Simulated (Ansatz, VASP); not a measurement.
## Os in VASP and in Ansatz

INCAR

```
SYSTEM = Os
PREC = Accurate
ENCUT = 520
EDIFF = 1E-7
ISMEAR = -1
SIGMA = 0.05
LREAL = .False.
LASPH = .True.
NELM = 60
ALGO = Normal
ISIF = 2
LWAVE = .False.
LCHARG = .False.
GGA = PE
NBANDS = 15
```

The input KPOINTS:

```
regular mesh
0
Gamma
  15 15 9
  0 0 0
```

The input POSCAR:

```
Os
1.0
    2.7614409753      0.0000000000      0.0000000000
   -1.3807204877      2.3914780356      0.0000000000
    0.0000000000      0.0000000000      4.3197000000
Os
2
Direct
    0.3333333333      0.6666666667      0.2500000000
    0.6666666667      0.3333333333      0.7500000000
```

Input for Ansatz:

```yaml
crystal:
  lattice:
    - [2.7614409753, 0.0, 0.0]
    - [-1.3807204877, 2.3914780356, 0.0]
    - [0.0, 0.0, 4.3197]
  atoms:
    - { symbol: Os, position: [0.3333333333, 0.6666666667, 0.25] }
    - { symbol: Os, position: [0.6666666667, 0.3333333333, 0.75] }
kpoints:
  mp_grid: { grid: [15, 15, 9] }
  band_path:
    path:
      - [0.0, 0.0, 0.0]
      - [0.5, 0.0, 0.0]
      - [0.3333333333, 0.3333333333, 0.0]
      - [0.0, 0.0, 0.0]
      - [0.0, 0.0, 0.5]
      - [0.5, 0.0, 0.5]
      - [0.3333333333, 0.3333333333, 0.5]
      - [0.0, 0.0, 0.5]
      - [0.5, 0.0, 0.5]
    npoints: 5
scf:
  occupations: { method: fermi_dirac, width: 0.05 }
hamiltonian:
  xc: pbe
  pseudopotentials: { kind: all_electron, lapw: { basis_error: 0.0005 } }
output:
  forces: true
  stress: true
  eigenvalues: true
```

Change from the starting cell: equal xx and yy strain of +1 %.

Alike in both runs: task single point; functional PBE; k mesh 15 × 15 × 9; occupations fermi-dirac, width 0.05 eV; no spin polarisation.

|  | VASP | Ansatz |
| --- | --- | --- |
| version | VASP 6.6.1 | Ansatz 0.2.0 |
| potentials or method | VASP PAW PBE potentials, release 64 (Os), cutoff 520 eV | all-electron LAPW, scalar-relativistic |

```tsv
	VASP	Ansatz	Ansatz less VASP
pressure (GPa)	0.4	0.5	+0.15
traceless stress, the component that is largest in VASP (GPa)	3.99	4.10	+0.111
```

Ansatz ran all-electron here, and VASP with PAW potentials.

Spin-orbit coupling is off throughout.
